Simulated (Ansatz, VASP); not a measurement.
TiB2: VASP beside Ansatz

The input INCAR:

```
SYSTEM = TiB2
PREC = Accurate ; ENCUT = 520
EDIFF = 1E-7 ; ISMEAR = -1
SIGMA = 0.05 ; LREAL = .False.
LASPH = .True. ; NELM = 100
ALGO = Normal ; ISIF = 2
LWAVE = .False. ; LCHARG = .True.
GGA = PS ; LELF = .True.
LVHAR = .True. ; NBANDS = 16
```

File KPOINTS:

```
Automatic mesh
0
Gamma
  10 10 8
  0 0 0
```

POSCAR

```
TiB2
1.0
    3.0886111617      0.0000000000      0.0000000000
   -1.5443055808      2.6748157284      0.0000000000
    0.0000000000      0.0000000000      3.2917180359
Ti B
1 2
Direct
    0.0000000000      0.0000000000      0.0000000000
    0.6666666667      0.3333333333      0.5000000000
    0.3333333333      0.6666666667      0.5000000000
```

File input.yaml:

```yaml
crystal:
  lattice:
    - [3.0886111617, 0.0, 0.0]
    - [-1.5443055808, 2.6748157284, 0.0]
    - [0.0, 0.0, 3.2917180359]
  atoms:
    - { symbol: Ti, position: [0.0, 0.0, 0.0] }
    - { symbol: B, position: [0.6666666667, 0.3333333333, 0.5] }
    - { symbol: B, position: [0.3333333333, 0.6666666667, 0.5] }
kpoints:
  mp_grid: { grid: [10, 10, 8] }
scf:
  occupations: { method: fermi_dirac, width: 0.05 }
hamiltonian:
  xc: pbesol
  pseudopotentials: { kind: all_electron, lapw: { basis_error: 0.001 } }
output:
  forces: true
  stress: true
  eigenvalues: true
```

Change from the starting cell: volume scaled by 1.06.

Alike in both runs: task single point; functional PBEsol; k mesh 10 × 10 × 8; occupations fermi-dirac, width 0.05 eV; no spin polarisation.

|  | VASP | Ansatz |
| --- | --- | --- |
| version | VASP 6.6.1 | Ansatz 0.2.0 |
| potentials or method | VASP PAW PBE potentials, release 64 (Ti_sv, B), cutoff 520 eV | all-electron LAPW, scalar-relativistic |

Ansatz gave:

* gap on the k mesh at the Fermi level (eV): none
* pressure (GPa): -17.9
* traceless stress, the component that is largest in VASP (GPa): 0.63

Problem. What did VASP give for the same quantities?

Solution. gap on the k mesh at the Fermi level (eV): none; pressure (GPa): -17.6; traceless stress, the component that is largest in VASP (GPa): 0.54.

VASP's potentials were made for PBE, not for PBEsol. A gap of «none» marks a metal or a gap that the smearing closes. Ansatz ran all-electron here, and VASP with PAW potentials.
